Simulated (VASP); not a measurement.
Write the native input for VASP 6.6.1 that does the following.

```
Task                   : single point
Functional             : LDA
Potentials or basis    : VASP PAW LDA potentials, release 64 (Mo_sv)
Cutoff                 : 520 eV
k mesh                 : 9 × 9 × 1
Occupations            : fermi-dirac, width 0.1 eV
Spin                   : no spin polarisation
Dipole correction      : yes
Further INCAR settings : ALGO = Normal; EDIFF = 1e-06; NBANDS = 43
```

The structure of Mo lies in POSCAR:

```
Mo
1.0
    4.4006566667      0.0000000000      0.0000000000
   -2.2003283334      3.8110804667      0.0000000000
    0.0000000000      0.0000000000     12.0766000000
Mo
5
Direct
    0.8333333333      0.1666666667      0.3726202208
    0.1666666667      0.8333333333      0.4308304332
    0.5000000000      0.5000000000      0.4999999108
    0.8333333333      0.1666666667      0.5691695743
    0.1666666667      0.8333333333      0.6273797792
```

These files were run (other wordings do the same):

INCAR

```
SYSTEM = Mo
  ALGO = Normal
  DIPOL = 0.5 0.5 0.500
  EDIFF = 1E-6
  ENCUT = 520
  GGA = CA
  IDIPOL = 3
  ISIF = 2
  ISMEAR = -1
  LASPH = .True.
  LCHARG = .False.
  LDIPOL = .True.
  LREAL = .False.
  LWAVE = .False.
  NBANDS = 43
  NELM = 100
  PREC = Accurate
  SIGMA = 0.1
```

KPOINTS

```
k-points
0
Gamma
  9 9 1
  0 0 0
```

Potentials or basis: VASP PAW LDA potentials, release 64 (Mo_sv).

Run with:

```console
$ cat potpaw_LDA.64/Mo_sv/POTCAR > POTCAR
$ mpirun -np 1 vasp_std > vasp.out
```

Results of the run:

| Quantity | Value |
| --- | --- |
| Largest force | 0.151 eV/Å |
| Band gap on the k mesh | zero (band 35 reaches 2.29 eV, above the bottom of band 36 at 2.24 eV) |

Run time: 3.3 min on 1 thread of Intel Xeon 6975P-C, on a shared host, peak memory 0.29 GiB.
